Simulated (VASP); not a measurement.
# Pt (Fm-3m) in VASP: further runs

Pt is run at these levels: PBE; tasks: single point, relaxation of cell and atoms.

Everything below comes from runs of VASP 6.6.1. Logs are shortened: lines on timing, memory, paths and dates and some standing lists are left out, and cuts for length are marked.

### 1 The cell of the first run

It takes space group Fm-3m (No. 225, cubic). The conventional cell has a = 3.970 Å, b = 3.970 Å, c = 3.970 Å, α = 90.00°, β = 90.00°, γ = 90.00°. Within 3.7 Å of Pt (site symmetry m-3m) lie 12 Pt at 2.81 Å.

### 2 Single point, PBE

Input file INCAR:

```
SYSTEM = Pt
ALGO = Fast
EDIFF = 1E-6
ENCUT = 520
GGA = PE
ISIF = 2
ISMEAR = 0
LASPH = .TRUE.
LCHARG = .FALSE.
LREAL = .FALSE.
LWAVE = .FALSE.
NBANDS = 11
NELM = 100
PREC = Accurate
SIGMA = 0.1
```

Input file KPOINTS:

```
k-points
0
G
  18 18 18
  0 0 0
```

Input file POSCAR:

```
Pt
1.0
    0.0000000000      1.9850560980      1.9850560980
    1.9850560980      0.0000000000      1.9850560980
    1.9850560980      1.9850560980      0.0000000000
Pt
1
Direct
    0.0000000000      0.0000000000      0.0000000000
```

Potentials or basis: VASP PAW PBE potentials, release 64 (Pt).

On the command line:

```sh
$ cat potpaw_PBE.64/Pt/POTCAR > POTCAR
$ mpirun -np 1 vasp_std > vasp.out
```

OUTCAR:

```text
SYSTEM = Pt
   EDIFF = 1E-6
   ENCUT = 520
   GGA = PE
   ISIF = 2
   ISMEAR = 0
   LASPH = .TRUE.
   LREAL = .FALSE.
   NELM = 100
   PREC = Accurate

 ion  position               nearest neighbor table
   1  0.000  0.000  0.000-

  LATTYP: Found a face centered cubic cell.
 ALAT       =     3.9701121960

  Lattice vectors:

 A1 = (   0.0000000000,   1.9850560980,   1.9850560980)
 A2 = (   1.9850560980,   0.0000000000,   1.9850560980)
 A3 = (   1.9850560980,   1.9850560980,   0.0000000000)

Analysis of symmetry for initial positions (statically):
=====================================================================
 Subroutine PRICEL returns:
 Original cell was already a primitive cell.

 Routine SETGRP: Setting up the symmetry group for a
 face centered cubic supercell.

 Subroutine GETGRP returns: Found 48 space group operations
 (whereof 48 operations were pure point group operations)
 out of a pool of 48 trial point group operations.

The static configuration has the point symmetry O_h .

Analysis of symmetry for dynamics (positions and initial velocities):
=====================================================================
 Subroutine PRICEL returns:
 Original cell was already a primitive cell.

 Routine SETGRP: Setting up the symmetry group for a
 face centered cubic supercell.

 Subroutine GETGRP returns: Found 48 space group operations
 (whereof 48 operations were pure point group operations)
 out of a pool of 48 trial point group operations.

The dynamic configuration has the point symmetry O_h .

 Subroutine INISYM returns: Found 48 space group operations
 (whereof 48 operations are pure point group operations),
 and found     1 'primitive' translations

----------------------------------------------------------------------------------------

                                     Primitive cell

  volume of cell :      15.6440

  direct lattice vectors                    reciprocal lattice vectors
     0.000000000  1.985056098  1.985056098    -0.251882050  0.251882050  0.251882050
     1.985056098  0.000000000  1.985056098     0.251882050 -0.251882050  0.251882050
     1.985056098  1.985056098  0.000000000     0.251882050  0.251882050 -0.251882050

  length of vectors
     2.807293256  2.807293256  2.807293256     0.436272509  0.436272509  0.436272509
[... 83 lines left out ...]
   IBRION =     -1    ionic relax: 0-MD 1-quasi-New 2-CG
   NFREE  =      0    steps in history (QN), initial steepest desc. (CG)
   ISIF   =      2    stress and relaxation
   ISYM   =      2    0-nonsym 1-usesym 2-fastsym
   POTIM  = 0.5000    time-step for ionic-motion
   TEBEG  =    0.0;   TEEND  =   0.0 temperature during run
   PSTRESS=    0.0 pullay stress
   NELECT =      10.0000    total number of electrons
   NUPDOWN=      -1.0000    fix difference up-down
   EMIN   =  10.00;   EMAX   =-10.00  energy-range for DOS
   EFERMI =   0.00;   METHOD = LEGACY
   ISMEAR =     0;   SIGMA  =   0.10  broadening in eV -4-tet -1-fermi 0-gaus
   EFERMI_NEDOS =   21; number of points for ismear=-14 and -15
   IALGO  =     68    algorithm
   IMIX   =      4    mixing-type and parameters
     AMIX     =   0.40;   BMIX     =  1.00
     AMIX_MAG =   1.60;   BMIX_MAG =  1.00
  volume/ion in A,a.u.               =      15.64       105.57
  Fermi-wavevector in a.u.,A,eV,Ry     =   1.410237  2.664961 27.058830  1.988768
  Thomas-Fermi vector in A             =   2.532211
   LORBIT       =      0    0 simple, 1 ext, 2 COOP (PROOUT), +10 PAW based schemes
   GGA     = PE    functional components
   LHFCALC =     F    Hartree Fock is set to
   AEXX    =    0.0000 exact exchange contribution
   IVDW    =     0    specifies the selected vdW correction
   LEPSILON=     F    determine dielectric tensor
   LRPA    =     F    only Hartree local field effects (RPA)
 non-spin polarized calculation
 RMM-DIIS sequential band-by-band and
 Gauss-broadening in eV      SIGMA  =   0.10
  energy-cutoff  :      520.00
  volume of cell :       15.64
 maximum number of plane-waves:       444
 NGX is ok and might be reduce to    24
   NGX = 11   NGY = 11   NGZ = 11

 number of electron      10.0000002 magnetization

 Free energy of the ion-electron system (eV)
  ---------------------------------------------------
  ext. energy  EPLUGINS =         0.00000000
  ---------------------------------------------------
  free energy    TOTEN  =        -6.10004666 eV

  energy without entropy =       -6.08877178  energy(sigma->0) =       -6.09440922

 E-fermi :  10.5735     XC(G=0): -13.2714

 val. band max:       10.5731468145   @ k =  -0.3333   0.3889   0.1111
 cond. band min:      10.5840709675   @ k =   0.4444   0.1111   0.0000
 fundamental gap:      0.0109241530
 Fermi energy:        10.5734819264

 k-point     1 :       0.0000    0.0000    0.0000
  band No.  band energies     occupation
      1       0.7636      2.00000
      2       7.0037      2.00000
      3       7.0037      2.00000
      4       7.0037      2.00000
      5       9.0314      2.00000
      6       9.0314      2.00000
      7      25.3094      0.00000
      8      30.0687      0.00000
      9      30.0687      0.00000
     10      30.0687      0.00000
     11      35.2807      0.00000
[... 309 lines left out ...]
 k-point    24 :      -0.2222    0.0556    0.0000
  band No.  band energies     occupation
      1       2.7505      2.00000
      2       6.5430      2.00000
      3       7.3761      2.00000
      4       7.4395      2.00000
      5       8.8561      2.00000
      6       9.4945      2.00000
      7      24.0522      0.00000
      8      27.0416      0.00000
      9      31.2551      0.00000
     10      32.7696      0.00000
     11      33.9728      0.00000

 [... further k-points ...]

------------------------ aborting loop because EDIFF is reached ----------------------------------------

  FORCE on cell =-STRESS in cart. coord.  units (eV):
  Direction    XX          YY          ZZ          XY          YZ          ZX
  --------------------------------------------------------------------------------------
  -------------------------------------------------------------------------------------
  Total       -0.0501086     -0.0501086     -0.0501086      0.0000000      0.0000000     -0.0000000
  in kB       -5.1318536     -5.1318536     -5.1318536      0.0000000      0.0000000     -0.0000000
  external PRESSURE =      -5.1318536 kB  Pullay stress =       0.0000000 kB

 VOLUME and BASIS-vectors are now :
 -----------------------------------------------------------------------------
  energy-cutoff  :      520.00
  volume of cell :       15.64
      direct lattice vectors                 reciprocal lattice vectors
     0.000000000  1.985056098  1.985056098    -0.251882050  0.251882050  0.251882050
     1.985056098  0.000000000  1.985056098     0.251882050 -0.251882050  0.251882050
     1.985056098  1.985056098  0.000000000     0.251882050  0.251882050 -0.251882050

 POSITION                                       TOTAL-FORCE (eV/Angst)
 -----------------------------------------------------------------------------------
      0.00000      0.00000      0.00000         0.000000      0.000000      0.000000
 -----------------------------------------------------------------------------------
    total drift:                               -0.000000      0.000000     -0.000000

  FREE ENERGIE OF THE ION-ELECTRON SYSTEM (eV)
  ---------------------------------------------------
  free  energy   TOTEN  =        -6.1000466598 eV

  energy  without entropy=       -6.0887717801  energy(sigma->0) =       -6.09440922
```

OSZICAR:

```text
N       E                     dE             d eps       ncg     rms          rms(c)
DAV:   1     0.396613126918E+02    0.39661E+02   -0.53688E+03  4394   0.843E+02
DAV:   2    -0.587495241719E+01   -0.45536E+02   -0.43546E+02  4980   0.175E+02
DAV:   3    -0.648028186205E+01   -0.60533E+00   -0.60214E+00  4973   0.193E+01
DAV:   4    -0.648267929529E+01   -0.23974E-02   -0.23972E-02  4976   0.144E+00
DAV:   5    -0.648269926341E+01   -0.19968E-04   -0.19967E-04  5013   0.123E-01    0.116E+01
RMM:   6    -0.613723961265E+01    0.34546E+00   -0.36326E-01  4321   0.513E+00    0.613E+00
RMM:   7    -0.610312115063E+01    0.34118E-01   -0.66868E-02  4513   0.238E+00    0.247E+00
RMM:   8    -0.610041699629E+01    0.27042E-02   -0.82818E-03  4502   0.780E-01    0.623E-01
RMM:   9    -0.610002897145E+01    0.38802E-03   -0.97933E-04  4827   0.271E-01    0.385E-02
RMM:  10    -0.610004504601E+01   -0.16075E-04   -0.13996E-04  4976   0.894E-02    0.468E-02
RMM:  11    -0.610004611693E+01   -0.10709E-05   -0.13539E-05  4886   0.260E-02    0.899E-03
RMM:  12    -0.610004665984E+01   -0.54291E-06   -0.35363E-06  4005   0.131E-02
   1 F= -.61000467E+01 E0= -.60944092E+01  d E =-.112749E-01
```

Wall time 41 s (1 thread of Intel Xeon 8259CL, shared host); peak memory 0.17 GiB.

What came out:

| Item | Value |
| --- | --- |
| Free energy | -6.1000 eV |
| Pressure | -0.5 GPa |
| Band gap on the k mesh | zero (bands 5 and 6 overlap by 2.09 eV) |

Caveat: spin-orbit coupling is left out, which moves the levels of the heavy elements.

[end of part 1 of 3]
